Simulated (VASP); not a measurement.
Set up this calculation in VASP 6.6.1, as the native input.

```yaml
Task: single point
Functional: r2SCAN
Potentials_or_basis: VASP PAW PBE potentials, release 64 (Ga_d, N)
Cutoff: 520 eV
k_mesh: 6 × 6 × 6
Occupations: gaussian, width 0.01 eV
Spin: no spin polarisation
Dipole_correction: no
Further_INCAR_settings: ALGO = Normal; EDIFF = 1e-06; NBANDS = 16
```

Crystal: GaN.

```
Ga N
1.0
     0.00000    2.24895    2.24895
     2.24895    0.00000    2.24895
     2.24895    2.24895    0.00000
Ga N
1 1
Direct
  0.00000 0.00000 0.00000
  0.75000 0.75000 0.75000
```

The input as run:

POSCAR

```
GaN
1.0
    0.0000000000      2.2489526240      2.2489526240
    2.2489526240      0.0000000000      2.2489526240
    2.2489526240      2.2489526240      0.0000000000
Ga N
1 1
Direct
    0.0000000000      0.0000000000      0.0000000000
    0.7500000000      0.7500000000      0.7500000000
```

INCAR.step1

```
ALGO = Normal ; EDIFF = 1E-4
ENCUT = 520 ; GGA = PE
ISMEAR = 0 ; LASPH = T
LCHARG = F ; LREAL = F
LWAVE = T ; NBANDS = 16
NELM = 60 ; PREC = Accurate
SIGMA = 0.01
```

INCAR.step2

```
ALGO = Normal ; EDIFF = 1E-6
ENCUT = 520 ; ISIF = 2
ISMEAR = 0 ; ISTART = 1
LASPH = T ; LCHARG = F
LMIXTAU = T ; LREAL = F
LWAVE = F ; METAGGA = R2SCAN
NBANDS = 16 ; NELM = 60
PREC = Accurate ; SIGMA = 0.01
```

KPOINTS

```
k-points
0
Gamma
  6 6 6
```

Potentials or basis: VASP PAW PBE potentials, release 64 (Ga_d, N).

Command:

```console
$ cat potpaw_PBE.64/Ga_d/POTCAR potpaw_PBE.64/N/POTCAR > POTCAR
$ cp INCAR.step1 INCAR
$ mpirun -np 1 vasp_std > vasp.out
$ cp INCAR.step2 INCAR
$ mpirun -np 1 vasp_std > vasp.out
```

It gave:

```json
{
 "Pressure": "1.0 GPa",
 "Band gap on the k mesh": "2.16 eV"
}
```

Caveat: the PAW data sets were made with another functional, which shifts forces and pressure a little.

Wall time 35 s on 1 thread of Intel Xeon 8259CL, with other jobs on the host, peak memory 0.15 GiB.
